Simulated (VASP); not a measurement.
Runs of VASP 6.6.1 on BaTiO3. The structure is that of space group Pm-3m (No. 221), or close to it. The cells are those of the table. 

| potentials or basis | cell | cutoff (eV) | second run | gap on the mesh (eV) | pressure (GPa) |
| --- | --- | --- | --- | --- | --- |
| VASP PAW LDA potentials, release 64 (Ba_sv, Ti_sv, O) | a = 3.908 Å, 5 atoms | 520 | - | (b) | 6.9 |
| VASP PAW LDA potentials, release 64 (Ba_sv, Ti_sv, O_h) | a = 3.935 Å, 5 atoms | 910 | hard_potentials | 1.75 | 2.2 |
| VASP PAW LDA potentials, release 64 (Ba_sv, Ti_sv, O_h) | a = 3.881 Å, 5 atoms | 910 | hard_potentials | 1.83 | 11.4 |
| VASP PAW LDA potentials, release 64 (Ba_sv, Ti_sv, O) | a = 3.881 Å, 5 atoms | 520 | - | 1.82 | 11.7 |
| VASP PAW LDA potentials, release 64 (Ba_sv, Ti_sv, O) | a = 3.961 Å, 5 atoms | 520 | - | 1.71 | (a) |

Alike in all rows: task single point; level LDA; no spin polarisation; k mesh 6 × 6 × 6; smearing gaussian 0.05 eV.

Problem. Estimate the missing entries.

Solution. (a) -1.3; (b) 1.79.

Caveats: spin-orbit coupling is left out, which moves the levels of the heavy elements; the cutoff is under 1.25 times the usual one of these potentials, so pressure, stress and relaxed cells hold a basis-set (Pulay) error (some runs).

A k mesh can miss the band edges, and the runs leave out spin-orbit coupling on Ba.
